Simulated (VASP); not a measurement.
# ReSb2 (P-3m1) in VASP: a series of runs

The runs below take ReSb2 through single point, relaxation of shape and atoms at fixed volume, with PBEsol.

Program: VASP 6.6.1. These are calculated values, not measurements. Logs are shortened: lines on timing, memory, paths and dates and some standing lists are left out, and cuts for length are marked.

**1. The cell of the first run**

It takes space group P-3m1 (No. 164, trigonal). The conventional cell has a = 3.385 Å, b = 3.385 Å, c = 6.380 Å, α = 90.00°, β = 90.00°, γ = 120.00°. Within 3.6 Å of Re (site symmetry -3m) lie 6 Sb at 2.70 Å and 6 Re at 3.38 Å. Sb (site symmetry 3m) has 3 Re at 2.70 Å and 9 Sb at 3.30 to 3.38 Å within 3.6 Å.

**2. Single point, PBEsol (21.10 Å³/atom)**

INCAR

```
SYSTEM = ReSb2
  ALGO = Normal
  EDIFF = 1E-6
  ENCUT = 520
  GGA = PS
  ISIF = 2
  ISMEAR = 0
  LASPH = .True.
  LCHARG = .False.
  LREAL = .False.
  LWAVE = .False.
  NBANDS = 16
  NELM = 100
  PREC = Accurate
  SIGMA = 0.05
```

KPOINTS

```
k-points
0
Gamma
  10 10 6
  0 0 0
```

POSCAR

```
ReSb2
1.0
    3.3849354959      0.0000000000      0.0000000000
   -1.6924677480      2.9314401297      0.0000000000
    0.0000000000      0.0000000000      6.3796123667
Re Sb
1 2
Direct
    0.0000000000      0.0000000000      0.0000000000
    0.3333333333      0.6666666667      0.2916693443
    0.6666666667      0.3333333333      0.7083306557
```

Potentials or basis: VASP PAW PBE potentials, release 64 (Re, Sb).

Run with:

```bash
cat potpaw_PBE.64/Re/POTCAR potpaw_PBE.64/Sb/POTCAR > POTCAR
mpirun -np 1 vasp_std > vasp.out
```

OUTCAR:

```text
SYSTEM = ReSb2
   EDIFF = 1E-6
   ENCUT = 520
   GGA = PS
   ISIF = 2
   ISMEAR = 0
   LASPH = .True.
   LREAL = .False.
   NELM = 100
   PREC = Accurate

 ion  position               nearest neighbor table
   1  0.000  0.000  0.000-   2 2.70   3 2.70   3 2.70   2 2.70   3 2.70   2 2.70
   2  0.333  0.667  0.292-   1 2.70   1 2.70   1 2.70   3 3.30   3 3.30   3 3.30
   3  0.667  0.333  0.708-   1 2.70   1 2.70   1 2.70   2 3.30   2 3.30   2 3.30

  LATTYP: Found a hexagonal cell.
 ALAT       =     3.3849354959
 C/A-ratio  =     1.8847072195

  Lattice vectors:

 A1 = (   3.3849354959,   0.0000000000,   0.0000000000)
 A2 = (  -1.6924677480,   2.9314401297,   0.0000000000)
 A3 = (   0.0000000000,   0.0000000000,   6.3796123667)

Analysis of symmetry for initial positions (statically):
=====================================================================
 Subroutine PRICEL returns:
 Original cell was already a primitive cell.

 Routine SETGRP: Setting up the symmetry group for a
 hexagonal supercell.

 Subroutine GETGRP returns: Found 12 space group operations
 (whereof 12 operations were pure point group operations)
 out of a pool of 24 trial point group operations.

The static configuration has the point symmetry D_3d.

Analysis of symmetry for dynamics (positions and initial velocities):
=====================================================================
 Subroutine PRICEL returns:
 Original cell was already a primitive cell.

 Routine SETGRP: Setting up the symmetry group for a
 hexagonal supercell.

 Subroutine GETGRP returns: Found 12 space group operations
 (whereof 12 operations were pure point group operations)
 out of a pool of 24 trial point group operations.

The dynamic configuration has the point symmetry D_3d.

 Subroutine INISYM returns: Found 12 space group operations
 (whereof 12 operations are pure point group operations),
 and found     1 'primitive' translations

----------------------------------------------------------------------------------------

                                     Primitive cell

  volume of cell :      63.3032

  direct lattice vectors                    reciprocal lattice vectors
     3.384935496  0.000000000  0.000000000     0.295426604  0.170564630  0.000000000
    -1.692467748  2.931440130  0.000000000     0.000000000  0.341129259  0.000000000
     0.000000000  0.000000000  6.379612367     0.000000000  0.000000000  0.156749336

  length of vectors
     3.384935496  3.384935496  6.379612367     0.341129259  0.341129259  0.156749336

  position of ions in fractional coordinates (direct lattice)
     0.000000000  0.000000000  0.000000000
     0.333333333  0.666666667  0.291669344
     0.666666667  0.333333333  0.708330656

  ion indices of the primitive-cell ions
   primitive index   ion index
                 1           1
                 2           2
                 3           3

----------------------------------------------------------------------------------------

 KPOINTS: k-points

Automatic generation of k-mesh.
 Grid dimensions read from file:
 generate k-points for:   10   10    6

 Generating k-lattice:

  Cartesian coordinates                     Fractional coordinates (reciprocal lattice)
     0.029542660  0.017056463  0.000000000     0.100000000  0.000000000  0.000000000
     0.000000000  0.034112926  0.000000000     0.000000000  0.100000000  0.000000000
     0.000000000  0.000000000  0.026124889     0.000000000  0.000000000  0.166666667

  Length of vectors
     0.034112926  0.034112926  0.026124889

  Shift w.r.t. Gamma in fractional coordinates (k-lattice)
     0.000000000  0.000000000  0.000000000

 Subroutine IBZKPT returns following result:
 ===========================================

 Found     72 irreducible k-points:

 Following reciprocal coordinates:
            Coordinates               Weight
  0.000000  0.000000  0.000000      1.000000
  0.100000 -0.000000  0.000000      6.000000
  0.200000 -0.000000  0.000000      6.000000
  0.300000  0.000000  0.000000      6.000000
  0.400000  0.000000  0.000000      6.000000
  0.500000  0.000000  0.000000      3.000000
[... 16 lines left out ...]
  0.000000  0.400000  0.166667      6.000000
  0.500000  0.000000  0.166667      6.000000
 [... further k-points ...]
   k-points           NKPTS =     72   k-points in BZ     NKDIM =     72   number of bands    NBANDS=     16
   number of dos      NEDOS =    301   number of ions     NIONS =      3
   total plane-waves  NPLWV =  37632
   dimension x,y,z NGX =    28 NGY =   28 NGZ =   48
   dimension x,y,z NGXF=    56 NGYF=   56 NGZF=   96
   ions per type =               1   2
   NGX,Y,Z   is equivalent  to a cutoff of  13.75, 13.75, 12.51 a.u.
   NGXF,Y,Z  is equivalent  to a cutoff of  27.50, 27.50, 25.02 a.u.
 SYSTEM =  ReSb2
   PREC   = accura    normal or accurate (medium, high low for compatibility)
   ISTART =      0    job   : 0-new  1-cont  2-samecut
   ICHARG =      2    charge: 1-file 2-atom 10-const
   ISPIN  =      1    spin polarized calculation?
   LNONCOLLINEAR =      F non collinear calculations
   LSORBIT =      F    spin-orbit coupling
   LASPH  =      T    aspherical Exc in radial PAW
   ENCUT  =  520.0 eV  38.22 Ry    6.18 a.u.   6.29  6.29 11.86*2*pi/ulx,y,z
   NELM   =    100;   NELMIN=  2; NELMDL= -5     # of ELM steps
   EDIFF  = 0.1E-05   stopping-criterion for ELM
   LREAL  =      F    real-space projection
   EDIFFG = 0.1E-04   stopping-criterion for IOM
   NSW    =      0    number of steps for IOM
   IBRION =     -1    ionic relax: 0-MD 1-quasi-New 2-CG
   NFREE  =      0    steps in history (QN), initial steepest desc. (CG)
   ISIF   =      2    stress and relaxation
   ISYM   =      2    0-nonsym 1-usesym 2-fastsym
   POTIM  = 0.5000    time-step for ionic-motion
   TEBEG  =    0.0;   TEEND  =   0.0 temperature during run
   PSTRESS=    0.0 pullay stress
   NELECT =      17.0000    total number of electrons
   NUPDOWN=      -1.0000    fix difference up-down
   EMIN   =  10.00;   EMAX   =-10.00  energy-range for DOS
   EFERMI =   0.00;   METHOD = LEGACY
   ISMEAR =     0;   SIGMA  =   0.05  broadening in eV -4-tet -1-fermi 0-gaus
   EFERMI_NEDOS =   21; number of points for ismear=-14 and -15
   IALGO  =     38    algorithm
   IMIX   =      4    mixing-type and parameters
     AMIX     =   0.40;   BMIX     =  1.00
     AMIX_MAG =   1.60;   BMIX_MAG =  1.00
  volume/ion in A,a.u.               =      21.10       142.40
  Fermi-wavevector in a.u.,A,eV,Ry     =   1.056207  1.995943 15.178309  1.115574
  Thomas-Fermi vector in A             =   2.191435
   LORBIT       =      0    0 simple, 1 ext, 2 COOP (PROOUT), +10 PAW based schemes
   GGA     = PS    functional components
   LHFCALC =     F    Hartree Fock is set to
   AEXX    =    0.0000 exact exchange contribution
   IVDW    =     0    specifies the selected vdW correction
   LEPSILON=     F    determine dielectric tensor
   LRPA    =     F    only Hartree local field effects (RPA)
 non-spin polarized calculation
 Gauss-broadening in eV      SIGMA  =   0.05
  energy-cutoff  :      520.00
  volume of cell :       63.30
 maximum number of plane-waves:      1722
 NGX is ok and might be reduce to    28
   NGX = 13   NGY = 13   NGZ = 23

 number of electron      17.0000000 magnetization

 Free energy of the ion-electron system (eV)
  ---------------------------------------------------
  ext. energy  EPLUGINS =         0.00000000
  ---------------------------------------------------
  free energy    TOTEN  =       -21.38081444 eV

  energy without entropy =      -21.37733683  energy(sigma->0) =      -21.37907564

 E-fermi :   9.2914     XC(G=0): -11.4531

 val. band max:        9.2887692922   @ k =   0.4000   0.2000   0.3333
 cond. band min:       9.2947935762   @ k =  -0.1000   0.3000   0.3333
 fundamental gap:      0.0060242840
 Fermi energy:         9.2914175519

 k-point     1 :       0.0000    0.0000    0.0000
  band No.  band energies     occupation
      1      -4.0331      2.00000
      2      -1.2036      2.00000
      3       1.9015      2.00000
      4       6.8785      2.00000
      5       6.8785      2.00000
      6       7.0798      2.00000
[... 8 lines left out ...]
     15      16.6869      0.00000
     16      18.2216      0.00000

 k-point     2 :       0.1000   -0.0000    0.0000
  band No.  band energies     occupation
      1      -3.8472      2.00000
      2      -1.0964      2.00000
      3       2.1207      2.00000
      4       6.6126      2.00000
      5       6.9921      2.00000
      6       7.1318      2.00000
[... 8 lines left out ...]
     15      17.2243      0.00000
     16      18.0342      0.00000

 k-point     3 :       0.2000   -0.0000    0.0000
  band No.  band energies     occupation
      1      -3.2976      2.00000
      2      -0.7895      2.00000
      3       2.7503      2.00000
      4       6.0037      2.00000
      5       7.0288      2.00000
      6       7.1899      2.00000
[... 8 lines left out ...]
     15      16.8019      0.00000
     16      17.7489      0.00000

 k-point     4 :       0.3000    0.0000    0.0000
  band No.  band energies     occupation
      1      -2.4139      2.00000
      2      -0.3468      2.00000
      3       3.6593      2.00000
      4       5.0346      2.00000
      5       5.9809      2.00000
      6       6.9844      2.00000
[... 8 lines left out ...]
     15      15.6656      0.00000
     16      16.6763      0.00000
[... 324 lines left out ...]
 k-point    22 :       0.4000    0.0000    0.1667
  band No.  band energies     occupation
      1      -1.1177      2.00000
      2      -0.2750      2.00000
      3       3.6731      2.00000
      4       4.9034      2.00000
      5       5.3662      2.00000
      6       6.0085      2.00000
[... 8 lines left out ...]
     15      15.6525      0.00000
     16      16.3318      0.00000

 k-point    23 :       0.0000    0.4000    0.1667
  band No.  band energies     occupation
      1      -1.3276      2.00000
      2       0.2336      2.00000
      3       3.1362      2.00000
      4       3.9732      2.00000
      5       5.9918      2.00000
      6       6.6962      2.00000
[... 8 lines left out ...]
     15      15.0505      0.00000
     16      16.6563      0.00000

 k-point    24 :       0.5000    0.0000    0.1667
  band No.  band energies     occupation
      1      -0.4661      2.00000
      2       0.1007      2.00000
      3       2.5970      2.00000
      4       4.2069      2.00000
      5       5.7148      2.00000
      6       6.4611      2.00000
[... 8 lines left out ...]
     15      15.8582      0.00000
     16      16.4446      0.00000

 [... further k-points ...]

------------------------ aborting loop because EDIFF is reached ----------------------------------------

  FORCE on cell =-STRESS in cart. coord.  units (eV):
  Direction    XX          YY          ZZ          XY          YZ          ZX
  --------------------------------------------------------------------------------------
  -------------------------------------------------------------------------------------
  Total        0.7485829      0.7485829      0.6933823     -0.0000000      0.0000000     -0.0000000
  in kB       18.9463151     18.9463151     17.5492113     -0.0000000      0.0000000     -0.0000000
  external PRESSURE =      18.4806138 kB  Pullay stress =       0.0000000 kB

 VOLUME and BASIS-vectors are now :
 -----------------------------------------------------------------------------
  energy-cutoff  :      520.00
  volume of cell :       63.30
      direct lattice vectors                 reciprocal lattice vectors
     3.384935496  0.000000000  0.000000000     0.295426604  0.170564630  0.000000000
    -1.692467748  2.931440130  0.000000000     0.000000000  0.341129259  0.000000000
     0.000000000  0.000000000  6.379612367     0.000000000  0.000000000  0.156749336

 POSITION                                       TOTAL-FORCE (eV/Angst)
 -----------------------------------------------------------------------------------
      0.00000      0.00000      0.00000        -0.000000      0.000000      0.000000
     -0.00000      1.95429      1.86074        -0.000000      0.000000      0.014670
      1.69247      0.97715      4.51888         0.000000      0.000000     -0.014670
 -----------------------------------------------------------------------------------
    total drift:                               -0.000000      0.000000     -0.000000

  FREE ENERGIE OF THE ION-ELECTRON SYSTEM (eV)
  ---------------------------------------------------
  free  energy   TOTEN  =       -21.3808144401 eV

  energy  without entropy=      -21.3773368301  energy(sigma->0) =      -21.37907564
```

It took 32 s on 1 thread of Intel Xeon 6975P-C (Granite Rapids), shared host; peak memory 0.23 GiB.

Results:

| Property | Result |
| --- | --- |
| Free energy | -21.3808 eV |
| Pressure | 1.8 GPa |
| Largest force | 0.015 eV/Å |
| Band gap on the k mesh | zero (an odd number of electrons rules out a gap without spin polarisation) |

Forces on the atoms (eV/Å):
```
Re   0.000  0.000  0.000
Sb   0.000  0.000  0.015
Sb   0.000  0.000 -0.015
```

Caveat: the PAW data sets were made with another functional, which shifts forces and pressure a little; spin-orbit coupling is left out, which moves the levels of the heavy elements.

**3. Single point, PBEsol (21.96 Å³/atom)**

This run uses another cell than the first one, of 21.96 Å³/atom.

INCAR

```
ALGO = Normal
EDIFF = 1E-6
ENCUT = 520
GGA = PS
ISIF = 2
ISMEAR = 0
LASPH = True
LCHARG = False
LREAL = False
LWAVE = False
NBANDS = 16
NELM = 80
PREC = Accurate
SIGMA = 0.05
```

KPOINTS

```
k-points
0
Gamma
  10 10 6
```

POSCAR

```
ReSb2
1.0
    3.4169199626      0.0000000000      0.0000000000
   -1.7084599813      2.9591394903      0.0000000000
    0.0000000000      0.0000000000      6.5162774789
Re Sb
1 2
Direct
    0.0000000000      0.0000000000      0.0000000000
    0.3333333333      0.6666666667      0.2858469592
    0.6666666667      0.3333333333      0.7141530408
```

Potentials or basis: VASP PAW PBE potentials, release 64 (Re, Sb).

Run with:

```bash
cat potpaw_PBE.64/Re/POTCAR potpaw_PBE.64/Sb/POTCAR > POTCAR
mpirun -np 1 vasp_std > vasp.out
```

OUTCAR:

```text
EDIFF = 1E-6
   ENCUT = 520
   GGA = PS
   ISIF = 2
   ISMEAR = 0
   LASPH = True
   LREAL = False
   NELM = 80
   PREC = Accurate

 ion  position               nearest neighbor table
   1  0.000  0.000  0.000-   2 2.71   3 2.71   2 2.71   3 2.71   3 2.71   2 2.71
   2  0.333  0.667  0.286-   1 2.71   1 2.71   1 2.71   3 3.42   3 3.42   3 3.42
   3  0.667  0.333  0.714-   1 2.71   1 2.71   1 2.71   2 3.42   2 3.42   2 3.42

  LATTYP: Found a hexagonal cell.
 ALAT       =     3.4169199626
 C/A-ratio  =     1.9070617838

  Lattice vectors:

 A1 = (   3.4169199626,   0.0000000000,   0.0000000000)
 A2 = (  -1.7084599813,   2.9591394903,   0.0000000000)
 A3 = (   0.0000000000,   0.0000000000,   6.5162774789)

Analysis of symmetry for initial positions (statically):
=====================================================================
 Subroutine PRICEL returns:
 Original cell was already a primitive cell.

 Routine SETGRP: Setting up the symmetry group for a
 hexagonal supercell.

 Subroutine GETGRP returns: Found 12 space group operations
[... 167 lines left out ...]

 E-fermi :   8.7111     XC(G=0): -11.2460

 val. band max:        8.6970220023   @ k =  -0.1000   0.3000   0.3333
 cond. band min:       8.7188920191   @ k =   0.4000   0.0000   0.3333
 fundamental gap:      0.0218700167
 Fermi energy:         8.7110923118

 k-point     1 :       0.0000    0.0000    0.0000
  band No.  band energies     occupation
      1      -4.2408      2.00000
      2      -1.7097      2.00000
      3       1.6390      2.00000
      4       6.3547      2.00000
      5       6.3547      2.00000
      6       6.6266      2.00000
[... 433 lines left out ...]
      3       2.2444      2.00000
      4       3.8644      2.00000
      5       5.2176      2.00000
      6       6.0613      2.00000
[... 8 lines left out ...]
     15      15.1433      0.00000
     16      15.6694      0.00000

 [... further k-points ...]

------------------------ aborting loop because EDIFF is reached ----------------------------------------

  FORCE on cell =-STRESS in cart. coord.  units (eV):
  Direction    XX          YY          ZZ          XY          YZ          ZX
  --------------------------------------------------------------------------------------
  -------------------------------------------------------------------------------------
  Total       -0.5448691     -0.5448691     -0.6010879      0.0000000     -0.0000000      0.0000000
  in kB      -13.2496045    -13.2496045    -14.6166801      0.0000000     -0.0000000      0.0000000
  external PRESSURE =     -13.7052963 kB  Pullay stress =       0.0000000 kB

 VOLUME and BASIS-vectors are now :
 -----------------------------------------------------------------------------
  energy-cutoff  :      520.00
  volume of cell :       65.89
      direct lattice vectors                 reciprocal lattice vectors
     3.416919963  0.000000000  0.000000000     0.292661230  0.168968040  0.000000000
    -1.708459981  2.959139490  0.000000000     0.000000000  0.337936080  0.000000000
     0.000000000  0.000000000  6.516277479     0.000000000  0.000000000  0.153461850

 POSITION                                       TOTAL-FORCE (eV/Angst)
 -----------------------------------------------------------------------------------
      0.00000      0.00000      0.00000        -0.000000      0.000000      0.000000
     -0.00000      1.97276      1.86266         0.000000     -0.000000      0.019576
      1.70846      0.98638      4.65362        -0.000000      0.000000     -0.019576
 -----------------------------------------------------------------------------------
    total drift:                                0.000000     -0.000000      0.000000

  FREE ENERGIE OF THE ION-ELECTRON SYSTEM (eV)
  ---------------------------------------------------
  free  energy   TOTEN  =       -21.3814935221 eV

  energy  without entropy=      -21.3783553716  energy(sigma->0) =      -21.37992445
```

Wall time 34 s (1 thread of Intel Xeon 6975P-C (Granite Rapids), shared host); peak memory 0.23 GiB.

Results:

```yaml
Free_energy: -21.3815 eV
Pressure: -1.4 GPa
Largest_force: 0.020 eV/Å
Band_gap_on_the_k_mesh: zero (an odd number of electrons rules out a gap without spin polarisation)
```

Forces on the atoms (eV/Å):
```
Re   0.000  0.000  0.000
Sb   0.000  0.000  0.020
Sb   0.000  0.000 -0.020
```

Caveat: the PAW data sets were made with another functional, which shifts forces and pressure a little; spin-orbit coupling is left out, which moves the levels of the heavy elements.

(Part 1 of 2 ends here.)

The gap in the log of VASP goes by the Fermi energy; the results here count the filled bands.